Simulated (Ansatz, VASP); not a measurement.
**One calculation of K, two programs**

```
CELL_PARAMETERS angstrom
10.21770 0.00000 0.00000
0.00000 10.21770 0.00000
0.00000 0.00000 4.20849
ATOMIC_POSITIONS crystal
K 0.00000 0.00000 0.00000
```

Alike in both runs: task single point; functional LDA; k mesh 6 × 6 × 12; occupations gaussian, width 0.15 eV; no spin polarisation.

```csv
,VASP,Ansatz
version,VASP 6.6.1,Ansatz 0.2.0
potentials or method,"VASP PAW LDA potentials, release 64 (K_sv), cutoff 520 eV","scalar-relativistic, plane waves, PAW"
valence electrons in the cell,9,9
```

|  | VASP | Ansatz | Ansatz less VASP |
| --- | --- | --- | --- |
| gap on the k mesh at the Fermi level (eV) | none | none | - |
| pressure (GPa) | 0.0 | 0.0 | 0.00 |
| traceless stress, the component that is largest in VASP (GPa) | -0.05 | -0.05 | 0.000 |

LDA's correlation is that of Perdew and Zunger in VASP and of Perdew and Wang (1992) in Ansatz. A gap of «none» marks a metal or a gap that the smearing closes.
